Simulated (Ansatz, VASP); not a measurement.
One calculation of GaSb, two programs

The input INCAR:

```
SYSTEM = GaSb
ALGO = Normal
EDIFF = 1E-6
ENCUT = 520
GGA = PE
ISIF = 2
ISMEAR = 0
LASPH = .TRUE.
LCHARG = .FALSE.
LREAL = .FALSE.
LWAVE = .FALSE.
NBANDS = 16
NELM = 60
PREC = Accurate
SIGMA = 0.15
```

The input KPOINTS:

```
k-points
0
G
  12 12 12
  0 0 0
```

The input POSCAR:

```
GaSb
1.0
   -2.7657340190      2.7657340190      1.5810862673
    2.7657340190     -2.7657340190      1.5810862673
    2.7657340190      2.7657340190     -1.5810862673
Ga Sb
1 1
Direct
    0.2500000000      0.7500000000      0.5000000000
    0.0000000000      0.0000000000      0.0000000000
```

Input for Ansatz:

```yaml
crystal:
  lattice:
    - [-2.765734019, 2.765734019, 1.5810862673]
    - [2.765734019, -2.765734019, 1.5810862673]
    - [2.765734019, 2.765734019, -1.5810862673]
  atoms:
    - { symbol: Ga, position: [0.25, 0.75, 0.5] }
    - { symbol: Sb, position: [0.0, 0.0, 0.0] }
basis:
  ecutwfc: 420
kpoints:
  mp_grid: { grid: [12, 12, 12] }
hamiltonian:
  xc: pbe
scf:
  occupations: { method: gaussian, width: 0.15 }
output:
  forces: true
  stress: true
  eigenvalues: true
  write_density: true
  write_potential: true
  elf: true
  volumetric_format: npy
```

Alike in both runs: task single point; functional PBE; k mesh 12 × 12 × 12; occupations gaussian, width 0.15 eV; no spin polarisation.

|  | VASP | Ansatz |
| --- | --- | --- |
| version | VASP 6.6.1 | Ansatz 0.2.0 |
| potentials or method | VASP PAW PBE potentials, release 64 (Ga_d, Sb), cutoff 520 eV | scalar-relativistic, plane waves, PAW |
| valence electrons in the cell | 18 | 28 |

|  | VASP | Ansatz | Ansatz less VASP |
| --- | --- | --- | --- |
| gap on the k mesh at the Fermi level (eV) | none | none | - |
| pressure (GPa) | 0.0 | 0.0 | -0.01 |
| traceless stress, the component that is largest in VASP (GPa) | -0.59 | -0.56 | +0.032 |

A gap of «none» marks a metal or a gap that the smearing closes. VASP's potentials hold 18 valence electrons a cell and Ansatz's 28, so a difference there can come from the potentials and not from the codes.

Neither program's run includes spin-orbit coupling.
